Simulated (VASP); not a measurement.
Write the native input for VASP 6.6.1 that does the following.

```yaml
Task: single point
Functional: r2SCAN
Potentials_or_basis: VASP PAW PBE potentials, release 64 (B, N)
Cutoff: 520 eV
k_mesh: 12 × 12 × 6
Occupations: gaussian, width 0.05 eV
Spin: no spin polarisation
Dipole_correction: no
Further_INCAR_settings: ALGO = Normal; EDIFF = 1e-07; NBANDS = 16
```

BN:

```
B N
1.0
     2.58213    0.00000    0.00000
    -1.29106    2.23619    0.00000
     0.00000    0.00000    4.20774
B N
2 2
Direct
  0.66667 0.33333 0.99980
  0.33333 0.66667 0.49980
  0.66667 0.33333 0.62520
  0.33333 0.66667 0.12520
```

This cell differs from its parent crystal: strain +0.0150 x Voigt [1, 1, 0, 0, 0, 0].

The input as run:

POSCAR

```
BN
1.0
    2.5821260211      0.0000000000      0.0000000000
   -1.2910630105      2.2361867300      0.0000000000
    0.0000000000      0.0000000000      4.2077449317
B N
2 2
Direct
    0.6666666667      0.3333333333      0.9997995909
    0.3333333333      0.6666666667      0.4997995909
    0.6666666667      0.3333333333      0.6252004091
    0.3333333333      0.6666666667      0.1252004091
```

INCAR.step1

```
SYSTEM = BN
  PREC = Accurate
  ENCUT = 520
  ISMEAR = 0
  SIGMA = 0.05
  LREAL = .False.
  LASPH = .True.
  NELM = 80
  NBANDS = 16
  GGA = PE
  ALGO = Normal
  EDIFF = 1E-4
  LWAVE = .True.
  LCHARG = .False.
```

INCAR.step2

```
SYSTEM = BN
  PREC = Accurate
  ENCUT = 520
  EDIFF = 1E-7
  ISMEAR = 0
  SIGMA = 0.05
  LREAL = .False.
  LASPH = .True.
  NELM = 80
  ALGO = Normal
  ISIF = 2
  LWAVE = .False.
  LCHARG = .True.
  METAGGA = R2SCAN
  LMIXTAU = .True.
  LELF = .True.
  LVHAR = .True.
  NBANDS = 16
  ISTART = 1
```

KPOINTS

```
Automatic mesh
0
Gamma
  12 12 6
  0 0 0
```

Potentials or basis: VASP PAW PBE potentials, release 64 (B, N).

The run is started by

```console
$ cat potpaw_PBE.64/B/POTCAR potpaw_PBE.64/N/POTCAR > POTCAR
$ cp INCAR.step1 INCAR
$ mpirun -np 1 vasp_std > vasp.out
$ cp INCAR.step2 INCAR
$ mpirun -np 1 vasp_std > vasp.out
```

Results of the run:

| Item | Value |
| --- | --- |
| Pressure | -9.9 GPa |
| Largest force | 0.007 eV/Å |
| Band gap on the k mesh | 5.81 eV, indirect (least direct gap 8.72 eV) |

Caveat: the cell differs from its parent crystal (strain +0.0150 x Voigt [1, 1, 0, 0, 0, 0]); the PAW data sets were made with another functional, which shifts forces and pressure a little.

It took 85 s on 1 thread of Intel Xeon 6975P-C (shared host), peak memory 0.15 GiB.
